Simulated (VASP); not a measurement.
CoSi2 (fluorite type), 3 atoms in the cell. The structure is cubic, space group Fm-3m (No. 225). The conventional cell has a = 5.360 Å, b = 5.360 Å, c = 5.360 Å, α = 90.00°, β = 90.00°, γ = 90.00°. Co (site symmetry m-3m) has 8 Si at 2.32 Å within 3.1 Å. Si (site symmetry -43m) has 4 Co at 2.32 Å and 6 Si at 2.68 Å within 3.1 Å. 

| Item | Value |
| --- | --- |
| Program | VASP 6.6.1 |
| Task | single point |
| Functional | PBE |
| Potentials or basis | VASP PAW PBE potentials, release 64 (Co, Si) |
| Cutoff | 520 eV |
| k mesh | 11 × 11 × 11 |
| Occupations | fermi-dirac, width 0.1 eV |
| Spin | no spin polarisation |
| Dipole correction | no |
| Further INCAR settings | ALGO = Normal; EDIFF = 1e-06; NBANDS = 16 |

Potentials or basis: VASP PAW PBE potentials, release 64 (Co, Si).

The run is started by

```console
$ cat potpaw_PBE.64/Co/POTCAR potpaw_PBE.64/Si/POTCAR > POTCAR
$ mpirun -np 1 vasp_std > vasp.out
```

Hardware: 1 thread of AMD EPYC 7R13 (shared host).

Question: Estimate the wall time of this run.

Answer: It took 65 s on 1 thread of AMD EPYC 7R13, on a shared host, peak memory 0.15 GiB. Counts: scf iterations 14, k points 56.
